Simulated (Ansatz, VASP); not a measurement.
MgO in VASP and in Ansatz

INCAR

```
SYSTEM = MgO
PREC = Accurate
ENCUT = 600
EDIFF = 1E-6
ISMEAR = 0
SIGMA = 0.1
LREAL = .FALSE.
LASPH = .TRUE.
NELM = 120
ALGO = Normal
ISIF = 2
LWAVE = .FALSE.
LCHARG = .FALSE.
GGA = PE
NBANDS = 16
GGA_COMPAT = .FALSE.
```

The input KPOINTS:

```
regular mesh
0
G
  6 6 4
  0 0 0
```

The input POSCAR:

```
MgO
1.0
    3.2200090000      0.0000000000      0.0000000000
   -1.6100050000      2.7886100000      0.0000000000
    0.0000000000      0.0000000000      5.2582530000
Mg O
2 2
Direct
    0.0000000000      0.0000000000      0.0000000000
    0.3333333300      0.6666666700      0.5000000000
    0.0000000000      0.0000000000      0.3750000000
    0.3333333300      0.6666666700      0.8750000000
```

Input for Ansatz:

```yaml
crystal:
  lattice:
    - [3.220009, 0.0, 0.0]
    - [-1.610005, 2.78861, 0.0]
    - [0.0, 0.0, 5.258253]
  atoms:
    - { symbol: Mg, position: [0.0, 0.0, 0.0] }
    - { symbol: O, position: [0.0, 0.0, 0.375] }
    - { symbol: Mg, position: [0.33333333, 0.66666667, 0.5] }
    - { symbol: O, position: [0.33333333, 0.66666667, 0.875] }
basis:
  ecutwfc: 420
kpoints:
  mp_grid: { grid: [6, 6, 4] }
hamiltonian:
  xc: pbe
scf:
  occupations: { method: gaussian, width: 0.1 }
output:
  forces: true
  stress: true
  eigenvalues: true
```

Alike in both runs: task single point; functional PBE; k mesh 6 × 6 × 4; occupations gaussian, width 0.1 eV; no spin polarisation.

|  | VASP | Ansatz |
| --- | --- | --- |
| version | VASP 6.6.1 | Ansatz 0.2.0 |
| potentials or method | VASP PAW PBE potentials, release 64 (Mg, O), cutoff 600 eV | scalar-relativistic, plane waves, PAW |
| valence electrons in the cell | 16 | 32 |

Ansatz gave:

- gap on the k mesh at the Fermi level (eV): 3.78
- least direct gap on the mesh (eV): 3.78
- pressure (GPa): 4.4
- rms of the force components (eV/Å): 0.088

Problem. Estimate VASP's values.

Solution. gap on the k mesh at the Fermi level (eV): 3.77; least direct gap on the mesh (eV): 3.77; pressure (GPa): 3.8; rms of the force components (eV/Å): 0.088.

VASP's potentials hold 16 valence electrons a cell and Ansatz's 32, so a difference there can come from the potentials and not from the codes.
